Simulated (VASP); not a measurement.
Set up this calculation in VASP 6.6.1, as the native input.

| Property | Result |
| --- | --- |
| Task | single point |
| Functional | r2SCAN |
| Potentials or basis | VASP PAW PBE potentials, release 64 (Ta_pv, Si) |
| Cutoff | 520 eV |
| k mesh | 8 × 8 × 5 |
| Occupations | fermi-dirac, width 0.1 eV |
| Spin | no spin polarisation |
| Dipole correction | no |
| Further INCAR settings | ALGO = Normal; EDIFF = 1e-06; NBANDS = 38 |

The system is TaSi2.

```
Ta Si
1.0
     4.78082    0.00000    0.00000
    -2.39041    4.14031    0.00000
     0.00000    0.00000    6.55808
Ta Si
3 6
Direct
  0.50000 0.00000 0.00000
  0.50000 0.50000 0.66667
  0.00000 0.50000 0.33333
  0.15848 0.31696 0.00000
  0.84152 0.15848 0.66667
  0.68304 0.84152 0.33333
  0.84152 0.68304 0.00000
  0.15848 0.84152 0.66667
  0.31696 0.15848 0.33333
```

The input as run:

POSCAR

```
TaSi2
1.0
    4.7808159600      0.0000000000      0.0000000000
   -2.3904079800      4.1403080700      0.0000000000
    0.0000000000      0.0000000000      6.5580759900
Ta Si
3 6
Direct
    0.5000000000      0.0000000000      0.0000000000
    0.5000000000      0.5000000000      0.6666666700
    0.0000000000      0.5000000000      0.3333333300
    0.1584811100      0.3169622100      0.0000000000
    0.8415188900      0.1584811100      0.6666666700
    0.6830377900      0.8415188900      0.3333333300
    0.8415188900      0.6830377900      0.0000000000
    0.1584811100      0.8415188900      0.6666666700
    0.3169622100      0.1584811100      0.3333333300
```

INCAR.step1

```
SYSTEM = TaSi2
PREC = Accurate ; ENCUT = 520
ISMEAR = -1 ; SIGMA = 0.1
LREAL = .False. ; LASPH = .True.
NELM = 80 ; NBANDS = 38
GGA = PE ; ALGO = Normal
EDIFF = 1E-4 ; LWAVE = .True.
LCHARG = .False.
```

INCAR.step2

```
SYSTEM = TaSi2
PREC = Accurate ; ENCUT = 520
EDIFF = 1E-6 ; ISMEAR = -1
SIGMA = 0.1 ; LREAL = .False.
LASPH = .True. ; NELM = 80
ALGO = Normal ; ISIF = 2
LWAVE = .False. ; LCHARG = .False.
METAGGA = R2SCAN ; LMIXTAU = .True.
NBANDS = 38 ; ISTART = 1
```

KPOINTS

```
Automatic mesh
0
Gamma
  8 8 5
  0 0 0
```

Potentials or basis: VASP PAW PBE potentials, release 64 (Ta_pv, Si).

Command:

```bash
$ cat potpaw_PBE.64/Ta_pv/POTCAR potpaw_PBE.64/Si/POTCAR > POTCAR
$ cp INCAR.step1 INCAR
$ mpirun -np 1 vasp_std > vasp.out
$ cp INCAR.step2 INCAR
$ mpirun -np 1 vasp_std > vasp.out
```

Results of the run:

```json
{
  "Pressure": "0.1 GPa",
  "Largest force": "0.008 eV/Å",
  "Band gap on the k mesh": "zero (an odd number of electrons rules out a gap without spin polarisation)"
}
```

Caveat: the PAW data sets were made with another functional, which shifts forces and pressure a little; spin-orbit coupling is left out, which moves the levels of the heavy elements.

It took 14 min on 1 thread of Intel Xeon 8259CL, with other jobs on the host, peak memory 0.33 GiB.
